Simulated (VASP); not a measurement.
# Be (Im-3m) in VASP: a series of runs

Runs on Be. Level: RPBE. Tasks: single point.

Everything below comes from runs of VASP 6.6.1. Logs are shortened: lines on timing, memory, paths and dates and some standing lists are left out, and cuts for length are marked.

## (1) The cell of the first run

It takes space group Im-3m (No. 229, cubic). Conventional cell: a = 2.524 Å, b = 2.524 Å, c = 2.524 Å, α = 90.00°, β = 90.00°, γ = 90.00°. Be (site symmetry m-3m) has 14 Be at 2.19 to 2.52 Å within 2.9 Å.

## (2) Single point, RPBE

INCAR

```
PREC = Accurate
ENCUT = 520
EDIFF = 1E-6
ISMEAR = -1
SIGMA = 0.1
LREAL = False
LASPH = True
NELM = 80
ALGO = Normal
ISIF = 2
LWAVE = False
LCHARG = True
GGA = RP
LELF = True
LVHAR = True
NBANDS = 7
```

KPOINTS

```
Automatic mesh
0
Gamma
  20 20 20
```

POSCAR

```
Be
1.0
   -1.2617756101      1.2617756101      1.2617756101
    1.2617756101     -1.2617756101      1.2617756101
    1.2617756101      1.2617756101     -1.2617756101
Be
1
Direct
    0.0000000000      0.0000000000      0.0000000000
```

Potentials or basis: VASP PAW PBE potentials, release 64 (Be).

Command:

```console
cat potpaw_PBE.64/Be/POTCAR > POTCAR
mpirun -np 1 vasp_std > vasp.out
```

OUTCAR:

```text
PREC = Accurate
   ENCUT = 520
   EDIFF = 1E-6
   ISMEAR = -1
   LREAL = False
   LASPH = True
   NELM = 80
   ISIF = 2
   GGA = RP

 ion  position               nearest neighbor table
   1  0.000  0.000  0.000-

  LATTYP: Found a body centered cubic cell.
 ALAT       =     2.5235512202

  Lattice vectors:

 A1 = (  -1.2617756101,   1.2617756101,   1.2617756101)
 A2 = (   1.2617756101,  -1.2617756101,   1.2617756101)
 A3 = (   1.2617756101,   1.2617756101,  -1.2617756101)

Analysis of symmetry for initial positions (statically):
=====================================================================
 Subroutine PRICEL returns:
 Original cell was already a primitive cell.

 Routine SETGRP: Setting up the symmetry group for a
 body centered cubic supercell.

 Subroutine GETGRP returns: Found 48 space group operations
 (whereof 48 operations were pure point group operations)
 out of a pool of 48 trial point group operations.

The static configuration has the point symmetry O_h .

Analysis of symmetry for dynamics (positions and initial velocities):
=====================================================================
 Subroutine PRICEL returns:
 Original cell was already a primitive cell.

 Routine SETGRP: Setting up the symmetry group for a
 body centered cubic supercell.

 Subroutine GETGRP returns: Found 48 space group operations
 (whereof 48 operations were pure point group operations)
 out of a pool of 48 trial point group operations.

The dynamic configuration has the point symmetry O_h .

 Subroutine INISYM returns: Found 48 space group operations
 (whereof 48 operations are pure point group operations),
 and found     1 'primitive' translations

----------------------------------------------------------------------------------------

                                     Primitive cell

  volume of cell :       8.0354

  direct lattice vectors                    reciprocal lattice vectors
    -1.261775610  1.261775610  1.261775610     0.000000000  0.396266972  0.396266972
     1.261775610 -1.261775610  1.261775610     0.396266972  0.000000000  0.396266972
     1.261775610  1.261775610 -1.261775610     0.396266972  0.396266972  0.000000000

  length of vectors
     2.185459464  2.185459464  2.185459464     0.560406126  0.560406126  0.560406126

  position of ions in fractional coordinates (direct lattice)
     0.000000000  0.000000000  0.000000000

  ion indices of the primitive-cell ions
   primitive index   ion index
                 1           1

----------------------------------------------------------------------------------------

 KPOINTS: Automatic mesh

Automatic generation of k-mesh.
 Grid dimensions read from file:
 generate k-points for:   20   20   20

 Generating k-lattice:

  Cartesian coordinates                     Fractional coordinates (reciprocal lattice)
     0.000000000  0.019813349  0.019813349     0.050000000  0.000000000  0.000000000
     0.019813349  0.000000000  0.019813349     0.000000000  0.050000000  0.000000000
     0.019813349  0.019813349  0.000000000     0.000000000  0.000000000  0.050000000

  Length of vectors
     0.028020306  0.028020306  0.028020306

  Shift w.r.t. Gamma in fractional coordinates (k-lattice)
     0.000000000  0.000000000  0.000000000

 Subroutine IBZKPT returns following result:
 ===========================================

 Found    256 irreducible k-points:

 Following reciprocal coordinates:
            Coordinates               Weight
  0.000000  0.000000  0.000000      1.000000
  0.050000  0.000000  0.000000     12.000000
  0.100000  0.000000  0.000000     12.000000
  0.150000  0.000000  0.000000     12.000000
  0.200000  0.000000  0.000000     12.000000
  0.250000  0.000000  0.000000     12.000000
[... 16 lines left out ...]
  0.200000  0.100000  0.000000     48.000000
  0.250000  0.100000 -0.000000     48.000000
 [... further k-points ...]
   k-points           NKPTS =    256   k-points in BZ     NKDIM =    256   number of bands    NBANDS=      7
   number of dos      NEDOS =    301   number of ions     NIONS =      1
   total plane-waves  NPLWV =   4096
   dimension x,y,z NGX =    16 NGY =   16 NGZ =   16
   dimension x,y,z NGXF=    32 NGYF=   32 NGZF=   32
   ions per type =               1
   NGX,Y,Z   is equivalent  to a cutoff of  12.17, 12.17, 12.17 a.u.
   NGXF,Y,Z  is equivalent  to a cutoff of  24.34, 24.34, 24.34 a.u.
 SYSTEM =  unknown system
   PREC   = accura    normal or accurate (medium, high low for compatibility)
   ISTART =      0    job   : 0-new  1-cont  2-samecut
   ICHARG =      2    charge: 1-file 2-atom 10-const
   ISPIN  =      1    spin polarized calculation?
   LNONCOLLINEAR =      F non collinear calculations
   LSORBIT =      F    spin-orbit coupling
   LASPH  =      T    aspherical Exc in radial PAW
   ENCUT  =  520.0 eV  38.22 Ry    6.18 a.u.   4.06  4.06  4.06*2*pi/ulx,y,z
   NELM   =     80;   NELMIN=  2; NELMDL= -5     # of ELM steps
   EDIFF  = 0.1E-05   stopping-criterion for ELM
   LREAL  =      F    real-space projection
   EDIFFG = 0.1E-04   stopping-criterion for IOM
   NSW    =      0    number of steps for IOM
   IBRION =     -1    ionic relax: 0-MD 1-quasi-New 2-CG
   NFREE  =      0    steps in history (QN), initial steepest desc. (CG)
   ISIF   =      2    stress and relaxation
   ISYM   =      2    0-nonsym 1-usesym 2-fastsym
   POTIM  = 0.5000    time-step for ionic-motion
   TEBEG  =    0.0;   TEEND  =   0.0 temperature during run
   PSTRESS=    0.0 pullay stress
   NELECT =       2.0000    total number of electrons
   NUPDOWN=      -1.0000    fix difference up-down
   EMIN   =  10.00;   EMAX   =-10.00  energy-range for DOS
   EFERMI =   0.00;   METHOD = LEGACY
   ISMEAR =    -1;   SIGMA  =   0.10  broadening in eV -4-tet -1-fermi 0-gaus
   EFERMI_NEDOS =   21; number of points for ismear=-14 and -15
   IALGO  =     38    algorithm
   IMIX   =      4    mixing-type and parameters
     AMIX     =   0.40;   BMIX     =  1.00
     AMIX_MAG =   1.60;   BMIX_MAG =  1.00
  volume/ion in A,a.u.               =       8.04        54.23
  Fermi-wavevector in a.u.,A,eV,Ry     =   1.029792  1.946024 14.428582  1.060471
  Thomas-Fermi vector in A             =   2.163857
   LORBIT       =      0    0 simple, 1 ext, 2 COOP (PROOUT), +10 PAW based schemes
   GGA     = RP    functional components
   LHFCALC =     F    Hartree Fock is set to
   AEXX    =    0.0000 exact exchange contribution
   IVDW    =     0    specifies the selected vdW correction
   LEPSILON=     F    determine dielectric tensor
   LRPA    =     F    only Hartree local field effects (RPA)
 non-spin polarized calculation
  energy-cutoff  :      520.00
  volume of cell :        8.04
 maximum number of plane-waves:       236
   NGX =  9   NGY =  9   NGZ =  9

 number of electron       2.0000000 magnetization

 Free energy of the ion-electron system (eV)
  ---------------------------------------------------
  ext. energy  EPLUGINS =         0.00000000
  ---------------------------------------------------
  free energy    TOTEN  =        -3.41602466 eV

  energy without entropy =       -3.41145147  energy(sigma->0) =       -3.41373807

 E-fermi :   7.8265     XC(G=0): -10.5600

 val. band max:        7.8108383458   @ k =  -0.4000  -0.4000   0.1500
 cond. band min:       7.8309567433   @ k =  -0.3500  -0.4000   0.0500
 fundamental gap:      0.0201183975
 Fermi energy:         7.8264646837

 k-point     1 :       0.0000    0.0000    0.0000
  band No.  band energies     occupation
      1      -4.3254      2.00000
      2      27.0754      0.00000
      3      27.0754      0.00000
      4      27.0754      0.00000
      5      38.0362      0.00000
      6      38.0362      0.00000
      7      38.0362      0.00000

 k-point     2 :       0.0500    0.0000    0.0000
  band No.  band energies     occupation
      1      -4.2377      2.00000
      2      26.6360      0.00000
      3      26.7150      0.00000
      4      26.9715      0.00000
      5      36.8659      0.00000
      6      36.9562      0.00000
      7      38.6239      0.00000

 k-point     3 :       0.1000    0.0000    0.0000
  band No.  band energies     occupation
      1      -3.9746      2.00000
      2      25.2885      0.00000
      3      25.8193      0.00000
      4      26.6672      0.00000
      5      34.8680      0.00000
      6      35.2068      0.00000
      7      38.6766      0.00000

 k-point     4 :       0.1500    0.0000    0.0000
  band No.  band energies     occupation
      1      -3.5361      2.00000
      2      23.1429      0.00000
      3      24.7021      0.00000
      4      26.1919      0.00000
      5      33.5331      0.00000
      6      33.6076      0.00000
      7      38.2732      0.00000

 k-point     5 :       0.2000    0.0000    0.0000
  band No.  band energies     occupation
      1      -2.9227      2.00000
      2      20.5507      0.00000
      3      23.5721      0.00000
      4      25.6038      0.00000
      5      32.0474      0.00000
      6      33.0057      0.00000
      7      38.3360      0.00000

 k-point     6 :       0.2500    0.0000    0.0000
  band No.  band energies     occupation
      1      -2.1370      2.00000
      2      17.8378      0.00000
      3      22.5373      0.00000
      4      24.9770      0.00000
      5      30.7775      0.00000
      6      32.8157      0.00000
      7      38.8084      0.00000

 k-point     7 :       0.3000    0.0000    0.0000
  band No.  band energies     occupation
      1      -1.1867      2.00000
      2      15.1940      0.00000
      3      21.6519      0.00000
      4      24.3816      0.00000
      5      29.7331      0.00000
      6      32.8740      0.00000
      7      39.6202      0.00000

 k-point     8 :       0.3500    0.0000    0.0000
  band No.  band energies     occupation
      1      -0.0922      2.00000
      2      12.7299      0.00000
      3      20.9447      0.00000
      4      23.8720      0.00000
      5      28.9184      0.00000
      6      33.0723      0.00000
      7      40.6930      0.00000

 k-point     9 :       0.4000    0.0000    0.0000
  band No.  band energies     occupation
      1       1.0905      2.00000
      2      10.5469      0.00000
      3      20.4314      0.00000
      4      23.4854      0.00000
      5      28.3354      0.00000
      6      33.3167      0.00000
      7      41.9153      0.00000

 k-point    10 :       0.4500    0.0000    0.0000
  band No.  band energies     occupation
      1       2.1892      2.00000
      2       8.8405      0.00008
      3      20.1205      0.00000
      4      23.2452      0.00000
      5      27.9853      0.00000
      6      33.5156      0.00000
      7      43.0521      0.00000

 k-point    11 :       0.5000    0.0000    0.0000
  band No.  band energies     occupation
      1       2.7132      2.00000
      2       8.1128      0.10804
      3      20.0164      0.00000
      4      23.1638      0.00000
      5      27.8685      0.00000
      6      33.5922      0.00000
      7      43.5774      0.00000
[... 51 lines left out ...]
 k-point    17 :       0.3000    0.0500    0.0000
  band No.  band energies     occupation
      1      -0.5868      2.00000
      2      13.9646      0.00000
      3      20.9592      0.00000
      4      23.4824      0.00000
      5      30.1731      0.00000
      6      33.0209      0.00000
      7      40.1434      0.00000

 k-point    18 :       0.3500    0.0500    0.0000
  band No.  band energies     occupation
      1       0.5657      2.00000
      2      11.6245      0.00000
      3      20.3602      0.00000
      4      22.9867      0.00000
      5      29.5488      0.00000
      6      33.2867      0.00000
      7      41.2815      0.00000

 k-point    19 :       0.4000    0.0500   -0.0000
  band No.  band energies     occupation
      1       1.7470      2.00000
      2       9.6379      0.00000
      3      19.9557      0.00000
      4      22.6429      0.00000
      5      29.1272      0.00000
      6      33.5481      0.00000
      7      42.4934      0.00000

 k-point    20 :       0.4500    0.0500   -0.0000
  band No.  band energies     occupation
      1       2.6535      2.00000
      2       8.3252      0.01355
      3      19.7520      0.00000
      4      22.4674      0.00000
      5      28.9149      0.00000
      6      33.7107      0.00000
      7      43.4597      0.00000

 k-point    21 :       0.1000    0.1000    0.0000
  band No.  band energies     occupation
      1      -3.2725      2.00000
      2      23.0921      0.00000
      3      23.1185      0.00000
      4      25.3311      0.00000
      5      33.2489      0.00000
      6      33.7821      0.00000
      7      38.2501      0.00000

 k-point    22 :       0.1500    0.1000    0.0000
  band No.  band energies     occupation
      1      -2.6583      2.00000
      2      20.6055      0.00000
      3      22.0160      0.00000
      4      24.5068      0.00000
      5      32.9049      0.00000
      6      33.2694      0.00000
      7      38.5028      0.00000

 k-point    23 :       0.2000    0.1000    0.0000
  band No.  band energies     occupation
      1      -1.8708      2.00000
      2      17.9278      0.00000
      3      21.0310      0.00000
      4      23.7052      0.00000
      5      32.6753      0.00000
      6      32.8906      0.00000
      7      39.0197      0.00000

 k-point    24 :       0.2500    0.1000   -0.0000
  band No.  band energies     occupation
      1      -0.9169      2.00000
      2      15.2993      0.00000
      3      20.1932      0.00000
      4      22.9809      0.00000
      5      32.0951      0.00000
      6      33.0711      0.00000
      7      39.7906      0.00000

 [... further k-points ...]
[... 5 lines left out ...]
  --------------------------------------------------------------------------------------
  -------------------------------------------------------------------------------------
  Total       -0.0044143     -0.0044143     -0.0044143      0.0000000      0.0000000      0.0000000
  in kB       -0.8801689     -0.8801689     -0.8801689      0.0000000      0.0000000      0.0000000
  external PRESSURE =      -0.8801689 kB  Pullay stress =       0.0000000 kB

 VOLUME and BASIS-vectors are now :
 -----------------------------------------------------------------------------
  energy-cutoff  :      520.00
  volume of cell :        8.04
      direct lattice vectors                 reciprocal lattice vectors
    -1.261775610  1.261775610  1.261775610     0.000000000  0.396266972  0.396266972
     1.261775610 -1.261775610  1.261775610     0.396266972  0.000000000  0.396266972
     1.261775610  1.261775610 -1.261775610     0.396266972  0.396266972  0.000000000

 POSITION                                       TOTAL-FORCE (eV/Angst)
 -----------------------------------------------------------------------------------
      0.00000      0.00000      0.00000         0.000000      0.000000      0.000000
 -----------------------------------------------------------------------------------
    total drift:                               -0.000000     -0.000000      0.000000

  FREE ENERGIE OF THE ION-ELECTRON SYSTEM (eV)
  ---------------------------------------------------
  free  energy   TOTEN  =        -3.4160246623 eV

  energy  without entropy=       -3.4114514702  energy(sigma->0) =       -3.41373807
```

Wall time 2.7 s (1 thread of Intel Xeon 6975P-C (Granite Rapids), shared host); peak memory 0.11 GiB.

Results:

```
Free energy            : -3.4160 eV
Pressure               : -0.1 GPa
Band gap on the k mesh : zero (band 1 reaches 11.80 eV, above the bottom of band 2 at 6.58 eV)
```

Caveat: the PAW data sets were made with another functional, which shifts forces and pressure a little.

[end of part 1 of 2]
